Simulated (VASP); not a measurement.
The system is C.

```
C
1.0
     2.12732   -1.22828    0.00000
     2.12732    1.22828    0.00000
    -1.37907    0.00000    3.50283
C
2
Direct
  0.16664 0.16664 0.99991
  0.83336 0.83336 0.00009
```

* Program: VASP 6.6.1
* Task: relaxation of cell and atoms
* Functional: BLYP
* Dispersion: D4
* Potentials or basis: VASP PAW PBE potentials, release 64 (C)
* Cutoff: 600 eV
* k mesh: 13 × 13 × 8
* Occupations: fermi-dirac, width 0.05 eV
* Spin: no spin polarisation

At the start: pressure 0.6 GPa; volume 9.15 Å³/atom.

Problem. Where does the relaxation end?

Solution. Over 12 steps the energy falls by 10.3 meV/atom and the volume is 8.39 Å³/atom (-8.3 %); space group R-3m (No. 166, to 0.05 Å).

Step by step:
| step | energy change (eV) | largest force (eV/Å) | pressure (GPa) | volume (Å³) |
| --- | --- | --- | --- | --- |
| 1 | 0.0000 | 0.0024 | 0.60 | 18.31 |
| 2 | -0.0007 | 0.0084 | -4.91 | 18.39 |
| 3 | -0.0021 | 0.0037 | -2.48 | 18.35 |
| 4 | -0.0060 | 0.0033 | -2.35 | 18.15 |
| 5 | -0.0156 | 0.0226 | -1.91 | 17.55 |
| 6 | -0.0172 | 0.0666 | -0.29 | 16.34 |
| 7 | -0.0203 | 0.0430 | -1.25 | 16.94 |
| 8 | -0.0204 | 0.0472 | -1.09 | 16.82 |
| 9 | -0.0156 | 0.3645 | 4.56 | 16.62 |
| 10 | -0.0207 | 0.0259 | -0.07 | 16.79 |
| 11 | -0.0205 | 0.1281 | 0.42 | 16.77 |
| 12 | -0.0207 | 0.0048 | 0.02 | 16.78 |

Final structure:
```
C
1.0
     2.13014   -1.22961   -0.00179
     2.13014    1.22961   -0.00179
    -1.38381    0.00000    3.20513
C
2
Direct
  0.16659 0.16659 0.99975
  0.83341 0.83341 0.00025
```

Caveat: the PAW data sets were made with another functional, which shifts forces and pressure a little.
